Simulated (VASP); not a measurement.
Wanted: the native input for a VASP 6.6.1 run.

```yaml
Task: single point
Functional: PBE
Potentials_or_basis: VASP PAW PBE potentials, release 64 (Hf_pv, Nb_sv, O)
Cutoff: 600 eV
k_mesh: 6 × 6 × 4
Occupations: gaussian, width 0.1 eV
Spin: collinear spin, zero start
Starting_moments: "[0.0, 0.0, 0.0, 0.0, 0.0, 0.0, 0.0] μB"
Dipole_correction: no
Further_INCAR_settings: ALGO = Normal; EDIFF = 1e-06; NBANDS = 46
```

The structure of HfNb3O3 lies in POSCAR:

```
HfNb3O3
1.0
    5.4931319569      0.0000000000      0.0000000000
   -2.7465659785      4.7571918211      0.0000000000
    0.0000000000      0.0000000000      4.0365271207
Hf Nb O
1 3 3
Direct
    0.0000000000      0.0000000000      0.0000000000
    0.5718063965      0.5718063965      0.5000000000
    0.4281936035      0.0000000000      0.5000000000
    0.0000000000      0.4281936035      0.5000000000
    0.0000000000      0.3848041531      0.0000000000
    0.6151958469      0.6151958469      0.0000000000
    0.3848041531      0.0000000000      0.0000000000
```

The cell was built from a structure type or drawn by symmetry, and may not be a known phase.

One way to write it, as run:

INCAR

```
  ALGO = Normal
  EDIFF = 1E-6
  ENCUT = 600
  GGA = PE
  GGA_COMPAT = False
  ISIF = 2
  ISMEAR = 0
  ISPIN = 2
  LASPH = True
  LCHARG = True
  LELF = True
  LMAXMIX = 4
  LORBIT = 11
  LREAL = False
  LVHAR = True
  LWAVE = False
  MAGMOM = 0 0 0 0 0 0 0
  NBANDS = 46
  NELM = 200
  PREC = Accurate
  SIGMA = 0.1
```

KPOINTS

```
k-points
0
Gamma
  6 6 4
```

Potentials or basis: VASP PAW PBE potentials, release 64 (Hf_pv, Nb_sv, O).

The run is started by

```console
$ cat potpaw_PBE.64/Hf_pv/POTCAR potpaw_PBE.64/Nb_sv/POTCAR potpaw_PBE.64/O/POTCAR > POTCAR
$ mpirun -np 1 vasp_std > vasp.out
```

Results of the run:

```json
{"Pressure": "-0.5 GPa", "Largest force": "0.239 eV/Å", "Net moment": "0.00 μB per cell", "Valence electrons inside the program's atomic spheres": "Hf 8.31; Nb 10.68; O 5.04"}
```

Caveat: the k points lie up to 0.39 Å⁻¹ apart.

Wall time 9.8 min on 1 thread of Intel Xeon 8259CL (shared host), peak memory 0.43 GiB.
